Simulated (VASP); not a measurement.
## NiO: single point with PBE+U

The system is NiO.

```
Ni O
1.0
     0.00000    2.09131    2.09131
     2.09131    0.00000    2.09131
     2.09131    2.09131    0.00000
Ni O
1 1
Direct
  0.00000 0.00000 0.00000
  0.50000 0.50000 0.50000
```

```json
{
 "Program": "VASP 6.6.1",
 "Task": "single point",
 "Functional": "PBE",
 "Potentials or basis": "VASP PAW PBE potentials, release 64 (Ni_sv_GW, O)",
 "Cutoff": "700 eV",
 "k mesh": "11 × 11 × 11",
 "Occupations": "fermi-dirac, width 0.05 eV",
 "Spin": "collinear spin, ferromagnetic start",
 "Starting moments": "[1.0, 0.0] μB",
 "Hubbard terms": "Ni d U = 3.0 eV",
 "Dipole correction": "no",
 "Further INCAR settings": "ALGO = Normal; EDIFF = 1e-06; NBANDS = 23"
}
```

* Pressure: 8.2 GPa
* Band gap on the k mesh: 1.01 eV (least direct gap 1.84 eV)
* Net moment: 2.00 μB per cell
* Site moments: Ni +1.71; O +0.24 μB
* Valence electrons inside the program's atomic spheres: Ni 16.12; O 5.02

Levels at points of the mesh, in eV from the valence-band top:
Spin up:
```
           k point  band 11  band 12  band 13  band 14  band 15  band 16
(0.00, 0.00, 0.00)    -2.29    -2.29    -2.29     1.92    18.13    18.85
```
Spin down:
| k point | band 8 | band 9 | band 10 | band 11 | band 12 | band 13 | band 14 | band 15 |
| --- | --- | --- | --- | --- | --- | --- | --- | --- |
| (0.00, 0.00, 0.00) | -2.66 | -1.83 | -1.83 | -1.83 | 1.01 | 1.01 | 2.30 | 18.06 |

Eigenvalues of the final occupation matrices:
```tsv
site	spin	trace	eigenvalues
site 1 d	1	4.73	0.93 0.93 0.93 0.97 0.97
site 1 d	2	3.03	0.13 0.13 0.92 0.92 0.92
```

Run time: 67 s on 1 thread of Intel(R) Xeon(R) Platinum 8559C (Emerald Rapids), with other jobs on the host, peak memory 0.22 GiB.

Caveat: the cell stands under pressure; an odd mesh through Γ misses points on the zone boundary, where band edges can lie; a cell with one magnetic atom can't hold antiferromagnetic order, which such compounds often take. The state reached can hang on the start; a lower one may exist.
